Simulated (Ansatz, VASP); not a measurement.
## One calculation of CuO, two programs

File POSCAR:

```
CuO
1.0
    2.3418500000     -1.7113000000      0.0000000000
    2.3418500000      1.7113000000      0.0000000000
   -0.8500274268      0.0000000000      5.0578693947
Cu O
2 2
Direct
    0.5000000000      0.0000000000      0.5000000000
    0.0000000000      0.5000000000      0.0000000000
    0.4184000000      0.5816000000      0.7500000000
    0.5816000000      0.4184000000      0.2500000000
```

File INCAR.step1:

```
PREC = Accurate
ENCUT = 520
EDIFF = 1E-5
ISMEAR = -1
SIGMA = 0.05
LREAL = F
LASPH = T
NELM = 60
ALGO = Normal
ISIF = 2
LWAVE = T
GGA = PE
NBANDS = 25
```

INCAR.step2

```
PREC = Accurate
ENCUT = 520
EDIFF = 1E-6
ISMEAR = -1
SIGMA = 0.05
LREAL = F
LASPH = T
NELM = 60
ALGO = Normal
ISIF = 2
LWAVE = F
LCHARG = T
GGA = PS
LHFCALC = T
AEXX = 0.25
HFSCREEN = 0.207
PRECFOCK = Normal
LELF = T
LVHAR = T
ISTART = 1
NBANDS = 25
```

File KPOINTS:

```
regular mesh
0
Gamma
  5 5 3
```

File input.yaml:

```yaml
crystal:
  lattice:
    - [2.34185, -1.7113, 0.0]
    - [2.34185, 1.7113, 0.0]
    - [-0.8500274268, 0.0, 5.0578693947]
  atoms:
    - { symbol: Cu, position: [0.5, 0.0, 0.5] }
    - { symbol: Cu, position: [0.0, 0.5, 0.0] }
    - { symbol: O, position: [0.4184, 0.5816, 0.75] }
    - { symbol: O, position: [0.5816, 0.4184, 0.25] }
hamiltonian:
  xc:
    exchange: hjs_pbesol
    correlation: pbesol
    exx: { coeff: 0.25, omega: 0.207 }
  pseudopotentials: { kind: paw }
kpoints:
  mp_grid: { grid: [5, 5, 3] }
  band_path:
    path:
      - [[0.0, 0.0, 0.0], [-0.5, -0.5, 0.0], [-0.5247847702, -0.5247847702, 0.3275098836], [-0.5, -0.5, 0.5], [-0.6335075857, -0.3664924143, 0.5]]
      - [[-0.3664924143, 0.3664924143, 0.5], [0.0, 0.0, 0.5], [-0.4752152298, -0.4752152298, 0.6724901164]]
      - [[-0.5, -0.5, 0.0], [-0.612731633, -0.387268367, 0.0]]
      - [[-0.387268367, 0.387268367, 0.0], [0.0, 0.0, 0.0], [-0.5, 0.0, 0.0]]
      - [[-0.5, 0.0, 0.5], [0.0, 0.0, 0.0]]
    npoints: 4
scf:
  occupations: { method: fermi_dirac, width: 0.05 }
  n_extra_bands: 10
output:
  forces: true
  stress: true
  eigenvalues: true
  fatbands: false
  write_density: true
  write_potential: true
  elf: true
  volumetric_format: npy
```

Alike in both runs: functional PBEsol-based screened hybrid with a share of 0.25 of exact exchange and HFSCREEN = 0.207; k mesh 5 × 5 × 3; occupations fermi-dirac, width 0.05 eV; no spin polarisation.

|  | VASP | Ansatz |
| --- | --- | --- |
| version | VASP 6.6.1 | Ansatz 0.2.0 |
| potentials or method | VASP PAW PBE potentials, release 64 (Cu, O) | Ansatz PAW |
| plane-wave cutoff (eV) | 520 | 420 |
| valence electrons in the cell | 34 | 50 |
| task | single point | band structure |

|  | VASP | Ansatz | Ansatz less VASP |
| --- | --- | --- | --- |
| gap on the k mesh at the Fermi level (eV) | none | none | - |
| pressure (GPa) | -5.2 | -6.0 | -0.84 |
| traceless stress, the component that is largest in VASP (GPa) | 1.90 | 2.28 | +0.381 |
| rms of the force components (eV/Å) | 0.132 | 0.147 | +0.0152 |

VASP's potentials were made for PBE, not for PBEsol-based screened hybrid. Atom by atom the forces differ by 0.015 eV/Å (rms over components). A gap of «none» marks a metal or a gap that the smearing closes. VASP's potentials hold 34 valence electrons a cell and Ansatz's 50, so a difference there can come from the potentials and not from the codes.

The k mesh is coarse, so the values compare programs but aren't converged.
